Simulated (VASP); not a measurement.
# Ga16HO24 (a cell with a defect) (H interstitial hop between voids) in VASP: notebook, part 2 of 2

VASP 6.6.1.

## Step 4: Single point, PBE

INCAR reads:

```
SYSTEM = Ga16HO24
ALGO = Normal
EDIFF = 1E-7
ENCUT = 520
GGA = PE
ISIF = 2
ISMEAR = -1
LASPH = .TRUE.
LCHARG = .TRUE.
LELF = .TRUE.
LREAL = Auto
LVHAR = .TRUE.
LWAVE = .FALSE.
NBANDS = 202
NELECT = 352.0
NELM = 100
PREC = Accurate
SIGMA = 0.01
```

KPOINTS reads:

```
k-points
0
G
  1 1 1
  0 0 0
```

POSCAR reads:

```
Ga16HO24
1.0
    2.5289754500      1.4601046700      4.5413080100
   -5.0579508900      2.9202093400      9.0826160100
    0.0000000000     -5.8404185800      9.0826160400
Ga O H
16 24 1
Direct
    0.8452793298      0.4274145243      0.4282034153
    0.6344544528      0.3213727793      0.3219506745
    0.1254881439      0.0693378490      0.0761063361
    0.3385291650      0.1833406388      0.1710593251
    0.8504552730      0.4333615637      0.9274166102
    0.6344979949      0.3283416325      0.8208625326
    0.1247328470      0.0836173219      0.5859129872
    0.3538453234      0.1766421137      0.6863782286
    0.8505202325      0.9215796849      0.4320733407
    0.6728201090      0.8117768692      0.2992479314
    0.1417939787      0.5668486218      0.0733628394
    0.3631264151      0.6728151109      0.1775157947
    0.8528847221      0.9284836144      0.9267930739
    0.6386849125      0.8253503355      0.8199526312
    0.1383870243      0.5611445126      0.5803948708
    0.3545726800      0.6815162262      0.6783685486
    0.7363095350      0.2148561268      0.0386182695
    0.3955737118      0.0345310205      0.3884806887
    0.0381820855      0.3690940457      0.2304193959
    0.2383869403      0.2893544740      0.4671681464
    0.9310882519      0.1265855175      0.2729853166
    0.5473233054      0.4784582245      0.1207768725
    0.7380560768      0.2180245959      0.5407449043
    0.4419680628      0.0206390656      0.8839335664
    0.0432699551      0.3692907849      0.7342422472
    0.2424652625      0.2881618917      0.9648419257
    0.9412173408      0.1323096176      0.7770884147
    0.5427664494      0.4855788597      0.6183982705
    0.7490873381      0.7140534905      0.0367113401
    0.4402210460      0.5245832305      0.3818761659
    0.0371099755      0.8673829210      0.2335875652
    0.2588358303      0.8113725399      0.4579762627
    0.9592762661      0.6202100801      0.2689709655
    0.5443325282      0.9800574795      0.1196654764
    0.7569648385      0.7171968594      0.5343101390
    0.4474224430      0.5234628473      0.8785797840
    0.0456605696      0.8747808264      0.7298588778
    0.2459910068      0.7872271408      0.9665005324
    0.9491782091      0.6339866595      0.7676231145
    0.5467894104      0.9821611762      0.6194157083
    0.2880676435     -0.0427592134      0.4302441722
```

Potentials or basis: VASP PAW PBE potentials, release 64 (Ga_d, O, H).

Run with:

```
> cat potpaw_PBE.64/Ga_d/POTCAR potpaw_PBE.64/O/POTCAR potpaw_PBE.64/H/POTCAR > POTCAR
> mpirun -np 1 vasp_gam > vasp.out
```

OUTCAR:

```text
SYSTEM = Ga16HO24
   EDIFF = 1E-7
   ENCUT = 520
   GGA = PE
   ISIF = 2
   ISMEAR = -1
   LASPH = .TRUE.
   LREAL = Auto
   NELECT = 352.0
   NELM = 100
   PREC = Accurate

 ion  position               nearest neighbor table
   1  0.845  0.427  0.428-  20 1.91  28 1.95  33 1.98  30 2.05  19 2.08  23 2.13   2 2.89   7 2.91

   2  0.634  0.321  0.322-  20 1.90  21 1.95  22 1.98  19 2.07  30 2.14  23 2.23   1 2.89
   3  0.125  0.069  0.076-  17 1.89  24 1.93  31 1.99  21 2.06  34 2.12  26 2.25   4 2.87
   4  0.339  0.183  0.171-  17 1.90  19 1.92  18 2.05  34 2.07  26 2.08  21 2.11   3 2.87
   5  0.850  0.433  0.927-  26 1.90  22 1.92  39 2.01  25 2.07  36 2.07  17 2.24   6 2.90  15 2.90
[... 12 lines left out ...]
  14  0.639  0.825  0.820-  38 1.91  39 1.94  40 1.99  24 2.09  37 2.10  29 2.21  13 2.88
  15  0.138  0.561  0.580-  35 1.91  25 1.92  30 1.93  28 2.06  39 2.08   5 2.90
  16  0.355  0.682  0.678-  35 1.94  37 1.95  36 1.99  28 2.08  39 2.08  32 2.17
  17  0.736  0.215  0.039-   3 1.89   4 1.90   6 2.19   5 2.24
  18  0.396  0.035  0.388-  41 1.03   7 1.97   4 2.05   9 2.24  10 2.43
  19  0.038  0.369  0.230-   4 1.92  11 1.99   2 2.07   1 2.08
  20  0.238  0.289  0.467-   2 1.90   1 1.91   7 2.10   8 2.25
  21  0.931  0.127  0.273-   2 1.95   9 2.00   3 2.06   4 2.11
  22  0.547  0.478  0.121-   5 1.92   2 1.98  12 2.05  11 2.08
  23  0.738  0.218  0.541-   8 1.89   7 1.91   1 2.13   2 2.23
  24  0.442  0.021  0.884-   3 1.93   8 1.95  13 2.07  14 2.09
  25  0.043  0.369  0.734-  15 1.92   8 1.93   6 2.06   5 2.07
  26  0.242  0.288  0.965-   5 1.90   6 1.91   4 2.08   3 2.25
  27  0.941  0.132  0.777-   6 1.94   7 1.96  13 2.00   8 2.09
  28  0.543  0.486  0.618-   1 1.95   6 2.00  15 2.06  16 2.08
  29  0.749  0.714  0.037-  12 1.89  11 1.91  13 2.17  14 2.21
  30  0.440  0.525  0.382-  15 1.93  12 1.98   1 2.05   2 2.14
  31  0.037  0.867  0.234-  12 1.99   3 1.99  10 2.00   9 2.07
  32  0.259  0.811  0.458-  10 1.91   9 1.93  16 2.17
  33  0.959  0.620  0.269-  10 1.84   1 1.98  11 2.04  12 2.10
  34  0.544  0.980  0.120-  10 1.92  13 1.95   4 2.07   3 2.12
  35  0.757  0.717  0.534-  15 1.91  16 1.94   9 2.06  10 2.36
  36  0.447  0.523  0.879-  11 1.93  16 1.99   6 2.06   5 2.07
  37  0.046  0.875  0.730-  16 1.95   7 2.02  13 2.04  14 2.10
  38  0.246  0.787  0.967-  14 1.91  13 1.92  12 2.17  11 2.24
  39  0.949  0.634  0.768-  14 1.94   5 2.01  15 2.08  16 2.08
  40  0.547  0.982  0.619-   9 1.94  14 1.99   7 2.05   8 2.10
  41  0.288  0.957  0.430-  18 1.03

  LATTYP: Found a base centered monoclinic cell.
 ALAT       =    14.7964817495
 B/A-ratio  =     0.6836693984
 C/A-ratio  =     0.3648959286
 COS(beta)  =    -0.0893299994

  Lattice vectors:

 A1 = (   7.5869263400,  -1.4601046700,  -4.5413080000)
 A2 = (   2.5289754500,   7.3005232500,  -4.5413080300)
 A3 = (   2.5289754500,   1.4601046700,   4.5413080100)

Analysis of symmetry for initial positions (statically):
=====================================================================
 Subroutine PRICEL returns:
 Original cell was already a primitive cell.

 Routine SETGRP: Setting up the symmetry group for a
 base centered monoclinic supercell.

 Subroutine GETGRP returns: Found  1 space group operations
 (whereof  1 operations were pure point group operations)
 out of a pool of  4 trial point group operations.

The static configuration has the point symmetry C_1 .

Analysis of symmetry for dynamics (positions and initial velocities):
=====================================================================
 Subroutine PRICEL returns:
 Original cell was already a primitive cell.
[... 143 lines left out ...]
  0.000000  0.000000  0.000000      1.000000
   k-points           NKPTS =      1   k-points in BZ     NKDIM =      1   number of bands    NBANDS=    202
   number of dos      NEDOS =    301   number of ions     NIONS =     41
   total plane-waves  NPLWV = 256000
   dimension x,y,z NGX =    40 NGY =   80 NGZ =   80
   dimension x,y,z NGXF=    80 NGYF=  160 NGZF=  160
   ions per type =              16  24   1
   NGX,Y,Z   is equivalent  to a cutoff of  12.32, 12.32, 12.32 a.u.
   NGXF,Y,Z  is equivalent  to a cutoff of  24.63, 24.63, 24.63 a.u.
 SYSTEM =  Ga16HO24
   PREC   = accura    normal or accurate (medium, high low for compatibility)
   ISTART =      0    job   : 0-new  1-cont  2-samecut
   ICHARG =      2    charge: 1-file 2-atom 10-const
   ISPIN  =      1    spin polarized calculation?
   LNONCOLLINEAR =      F non collinear calculations
   LSORBIT =      F    spin-orbit coupling
   LASPH  =      T    aspherical Exc in radial PAW
   ENCUT  =  520.0 eV  38.22 Ry    6.18 a.u.  10.04 20.08 20.08*2*pi/ulx,y,z
   NELM   =    100;   NELMIN=  2; NELMDL= -5     # of ELM steps
   EDIFF  = 0.1E-06   stopping-criterion for ELM
   LREAL  =      T    real-space projection
   EDIFFG = 0.1E-05   stopping-criterion for IOM
   NSW    =      0    number of steps for IOM
   IBRION =     -1    ionic relax: 0-MD 1-quasi-New 2-CG
   NFREE  =      0    steps in history (QN), initial steepest desc. (CG)
   ISIF   =      2    stress and relaxation
   ISYM   =      2    0-nonsym 1-usesym 2-fastsym
   POTIM  = 0.5000    time-step for ionic-motion
   TEBEG  =    0.0;   TEEND  =   0.0 temperature during run
   PSTRESS=    0.0 pullay stress
   NELECT =     352.0000    total number of electrons
   NUPDOWN=      -1.0000    fix difference up-down
   EMIN   =  10.00;   EMAX   =-10.00  energy-range for DOS
   EFERMI =   0.00;   METHOD = LEGACY
   ISMEAR =    -1;   SIGMA  =   0.01  broadening in eV -4-tet -1-fermi 0-gaus
   EFERMI_NEDOS =   21; number of points for ismear=-14 and -15
   IALGO  =     38    algorithm
   IMIX   =      4    mixing-type and parameters
     AMIX     =   0.40;   BMIX     =  1.00
     AMIX_MAG =   1.60;   BMIX_MAG =  1.00
  volume/ion in A,a.u.               =       9.82        66.24
  Fermi-wavevector in a.u.,A,eV,Ry     =   1.565605  2.958564 33.349486  2.451118
  Thomas-Fermi vector in A             =   2.668056
   LORBIT       =      0    0 simple, 1 ext, 2 COOP (PROOUT), +10 PAW based schemes
   GGA     = PE    functional components
   LHFCALC =     F    Hartree Fock is set to
   AEXX    =    0.0000 exact exchange contribution
   IVDW    =     0    specifies the selected vdW correction
   LEPSILON=     F    determine dielectric tensor
   LRPA    =     F    only Hartree local field effects (RPA)
 non-spin polarized calculation
  energy-cutoff  :      520.00
  volume of cell :      402.46
 maximum number of plane-waves:      5405
   NGX = 21   NGY = 41   NGZ = 41

 number of electron     352.0000000 magnetization

 Free energy of the ion-electron system (eV)
  ---------------------------------------------------
  ext. energy  EPLUGINS =         0.00000000
  ---------------------------------------------------
  free energy    TOTEN  =      -244.39356815 eV

  energy without entropy =     -244.39356815  energy(sigma->0) =     -244.39356815

 E-fermi :   4.4052     XC(G=0): -11.9516

 val. band max:        4.1630149441   @ k =   0.0000   0.0000   0.0000
 cond. band min:       6.5192229563   @ k =   0.0000   0.0000   0.0000
 fundamental gap:      2.3562080122
 Fermi energy:         4.4051935672

 k-point     1 :       0.0000    0.0000    0.0000
  band No.  band energies     occupation
      1     -15.1210      2.00000
      2     -14.3549      2.00000
      3     -13.8422      2.00000
      4     -13.6625      2.00000
      5     -13.6163      2.00000
      6     -13.5256      2.00000
[... 180 lines left out ...]
    187      10.7181      0.00000
    188      10.8276      0.00000
 [bands above 188 left out]

------------------------ aborting loop because EDIFF is reached ----------------------------------------

  FORCE on cell =-STRESS in cart. coord.  units (eV):
  Direction    XX          YY          ZZ          XY          YZ          ZX
  --------------------------------------------------------------------------------------
  -------------------------------------------------------------------------------------
  Total       -3.1351133      0.1383314     -7.8632619     -6.0853551     -3.5871786     -4.7060706
  in kB      -12.4808174      0.5506941    -31.3034732    -24.2256652    -14.2804795    -18.7347637
  external PRESSURE =     -14.4111988 kB  Pullay stress =       0.0000000 kB

 VOLUME and BASIS-vectors are now :
 -----------------------------------------------------------------------------
  energy-cutoff  :      520.00
  volume of cell :      402.46
      direct lattice vectors                 reciprocal lattice vectors
     2.528975450  1.460104670  4.541308010     0.197708523  0.114147069  0.073400291
    -5.057950890  2.920209340  9.082616010    -0.098854261  0.057073535  0.036700146
     0.000000000 -5.840418580  9.082616040    -0.000000000 -0.114147069  0.036700146

 POSITION                                       TOTAL-FORCE (eV/Angst)
 -----------------------------------------------------------------------------------
     -0.02415     -0.01855     11.60992         0.007702      0.004243      0.014360
     -0.02097     -0.01548      8.72431        -0.000058     -0.008643     -0.005631
     -0.03335     -0.05879      1.89089        -0.005071      0.016535     -0.002138
     -0.07120      0.03062      4.75624         0.006830      0.001386      0.022931
     -0.04114     -2.90924     16.22160         0.007291     -0.010970      0.005961
     -0.05611     -2.90892     13.31923         0.007095     -0.008783     -0.006245
[... 33 lines left out ...]
     -3.58491      0.04884     17.02965         0.005457      0.004578      0.003048
     -4.11316      0.70315     13.91020         0.013665     -0.057975     -0.077636
 -----------------------------------------------------------------------------------
    total drift:                                0.002641     -0.001518      0.010928

  FREE ENERGIE OF THE ION-ELECTRON SYSTEM (eV)
  ---------------------------------------------------
  free  energy   TOTEN  =      -244.3935681515 eV

  energy  without entropy=     -244.3935681515  energy(sigma->0) =     -244.39356815
```

Run time: 4.6 min. Hardware: 1 thread of Intel Xeon Platinum 8488C (Sapphire Rapids), shared host; peak memory 0.55 GiB.

Results:

```yaml
Free_energy: -244.3936 eV
Largest_force: 0.098 eV/Å
```

Forces on the atoms (eV/Å):
```
Ga   0.008  0.004  0.014
Ga   0.000 -0.009 -0.006
Ga  -0.005  0.017 -0.002
Ga   0.007  0.001  0.023
Ga   0.007 -0.011  0.006
Ga   0.007 -0.009 -0.006
Ga  -0.004  0.001 -0.008
Ga  -0.011  0.011  0.001
Ga  -0.020  0.003 -0.004
Ga   0.016 -0.014  0.008
Ga  -0.001  0.009 -0.009
Ga  -0.006  0.006  0.007
Ga   0.003 -0.010  0.013
Ga   0.003 -0.013 -0.004
Ga  -0.002  0.012 -0.001
Ga  -0.001  0.000  0.006
O   -0.008  0.007 -0.001
O    0.008  0.055  0.050
O    0.001  0.003  0.003
O    0.008 -0.006  0.015
O    0.002 -0.012  0.001
O    0.009  0.001  0.000
O   -0.004  0.011 -0.013
O    0.002 -0.008  0.005
O    0.004  0.003  0.002
O    0.004 -0.004 -0.013
O   -0.007 -0.009  0.007
O   -0.001  0.004  0.007
O   -0.004  0.015 -0.002
O   -0.008 -0.002 -0.002
O    0.005  0.002  0.005
O   -0.002 -0.020  0.013
O   -0.005 -0.004  0.002
O   -0.002  0.002  0.001
O   -0.019  0.011 -0.028
O   -0.011  0.004  0.000
O    0.008  0.011 -0.006
O    0.003 -0.014 -0.004
O   -0.003  0.005 -0.003
O    0.005  0.005  0.003
H    0.014 -0.058 -0.078
```

Levels at points of the mesh, in eV from the Fermi level:
| k point | band 172 | band 173 | band 174 | band 175 | band 176 | band 177 | band 178 | band 179 | band 180 | band 181 |
| --- | --- | --- | --- | --- | --- | --- | --- | --- | --- | --- |
| (0.00, 0.00, 0.00) | -0.37 | -0.33 | -0.32 | -0.26 | -0.24 | 2.11 | 5.51 | 5.65 | 5.73 | 5.83 |

Caveat: the k points lie up to 1.51 Å⁻¹ apart; the cell carries a net charge on a neutralising background, which shifts energy and pressure; the cell is charged against a uniform background, so pressure and absolute levels hang on convention.

## Step 5: Single point, PBE

INCAR reads:

```
SYSTEM = Ga16HO24
PREC     = Accurate       ! precision mode
ENCUT    = 520            ! plane-wave cutoff, eV
EDIFF    = 1E-6           ! SCF threshold, eV
ISMEAR   = -1             ! smearing method
SIGMA    = 0.01           ! smearing width, eV
LREAL    = Auto         
LASPH    = .TRUE.         ! aspherical terms in the spheres
NELM     = 60             ! most SCF steps
ALGO     = Normal         ! electronic algorithm
ISIF     = 2              ! what is computed and relaxed
LWAVE    = .FALSE.        ! write WAVECAR
LCHARG   = .FALSE.        ! write CHGCAR
GGA      = PE             ! functional
NELECT   = 352.0        
NBANDS   = 202            ! bands
```

KPOINTS reads:

```
Automatic mesh
0
G
  1 1 1
  0 0 0
```

POSCAR reads:

```
Ga16HO24
1.0
    2.5289754500      1.4601046700      4.5413080100
   -5.0579508900      2.9202093400      9.0826160100
    0.0000000000     -5.8404185800      9.0826160400
Ga O H
16 24 1
Direct
    0.8557571362      0.4263916031      0.4264565457
    0.6367945506      0.3233639117      0.3199125177
    0.1335690994      0.0643218925      0.0789055186
    0.3551652986      0.1926599016      0.1532942790
    0.8540667002      0.4319242644      0.9257288625
    0.6483636791      0.3305118740      0.8108274488
    0.1372237932      0.0760318976      0.5913127820
    0.3624367241      0.1779152461      0.6858555191
    0.8666652283      0.9182011029      0.4355397390
    0.6525698339      0.8176412107      0.3167960886
    0.1412443197      0.5691918485      0.0743157082
    0.3554994932      0.6731873371      0.1811233912
    0.8514015203      0.9268363108      0.9325763749
    0.6418605222      0.8227961468      0.8241542062
    0.1460857757      0.5692643924      0.5741485260
    0.3529663172      0.6801096384      0.6814058328
    0.7536189483      0.2160997295      0.0361888435
    0.3868781599      0.0332981423      0.3843158026
    0.0463134094      0.3686918904      0.2277266448
    0.2471351855      0.2853854947      0.4672258654
    0.9374677201      0.1252267693      0.2770788353
    0.5494346070      0.4783299967      0.1200428959
    0.7532877273      0.2123992882      0.5425440438
    0.4476107012      0.0192183508      0.8847931038
    0.0503959879      0.3726094336      0.7290141806
    0.2555589288      0.2891145622      0.9584650061
    0.9512583494      0.1290528569      0.7797619390
    0.5534517780      0.4833530440      0.6166577874
    0.7452631871      0.7141837441      0.0392410743
    0.4476009330      0.5191356793      0.3811930671
    0.0335964505      0.8694844403      0.2376344946
    0.2602729550      0.7845593996      0.4642000237
    0.9519657954      0.6262186397      0.2711600551
    0.5424935452      0.9807858885      0.1232604241
    0.7478215507      0.7204054413      0.5359462500
    0.4485636300      0.5218724866      0.8797244051
    0.0483589595      0.8719554059      0.7328460117
    0.2465454989      0.7868240718      0.9682830366
    0.9488734616      0.6323309101      0.7699186523
    0.5538176957      0.9797430746      0.6194454441
    0.1795927205      0.0462407774      0.3969230780
```

Run with:

```
> cat potpaw_PBE.64/Ga_d/POTCAR potpaw_PBE.64/O/POTCAR potpaw_PBE.64/H/POTCAR > POTCAR
> mpirun -np 1 vasp_gam > vasp.out
```

Run time: 3.7 min. Hardware: 1 thread of Intel Xeon Platinum 8488C (Sapphire Rapids), shared host; peak memory 0.55 GiB.

Results (log left out):

* Free energy: -244.0757 eV
* Largest force: 0.643 eV/Å

Forces on the atoms (eV/Å):
```
Ga  -0.016  0.030  0.012
Ga  -0.012 -0.013  0.011
Ga   0.000  0.061  0.045
Ga   0.013 -0.050  0.145
Ga   0.014 -0.014  0.031
Ga   0.000 -0.041  0.021
Ga  -0.027  0.084  0.025
Ga  -0.026 -0.003  0.018
Ga   0.023 -0.054 -0.068
Ga   0.026  0.023 -0.028
Ga  -0.003  0.025 -0.009
Ga   0.013  0.020  0.013
Ga  -0.006  0.040  0.008
Ga   0.013 -0.010 -0.012
Ga   0.020 -0.038 -0.009
Ga   0.010  0.015  0.013
O    0.009  0.008  0.032
O   -0.012  0.136  0.020
O   -0.044  0.009  0.033
O   -0.001  0.012  0.032
O    0.016 -0.038  0.016
O    0.005 -0.001  0.008
O   -0.042  0.027 -0.051
O   -0.015  0.017 -0.003
O    0.018 -0.014  0.014
O    0.010 -0.056  0.021
O   -0.019 -0.003  0.017
O   -0.006  0.017  0.004
O   -0.008  0.028  0.009
O   -0.017 -0.010  0.017
O   -0.009  0.031  0.032
O    0.019  0.006  0.052
O   -0.008  0.015  0.015
O   -0.001  0.001  0.022
O    0.003  0.003  0.009
O   -0.006  0.001  0.017
O   -0.007  0.045 -0.006
O   -0.001  0.000 -0.011
O   -0.012  0.018  0.021
O    0.008  0.033 -0.011
H    0.080 -0.362 -0.526
```

Levels at points of the mesh, in eV from the Fermi level:
| k point | band 172 | band 173 | band 174 | band 175 | band 176 | band 177 | band 178 | band 179 | band 180 | band 181 |
| --- | --- | --- | --- | --- | --- | --- | --- | --- | --- | --- |
| (0.00, 0.00, 0.00) | -0.34 | -0.32 | -0.29 | -0.28 | -0.26 | 2.13 | 5.51 | 5.72 | 5.75 | 5.83 |

Caveat: the k points lie up to 1.51 Å⁻¹ apart; the cell carries a net charge on a neutralising background, which shifts energy and pressure; the cell is charged against a uniform background, so pressure and absolute levels hang on convention.
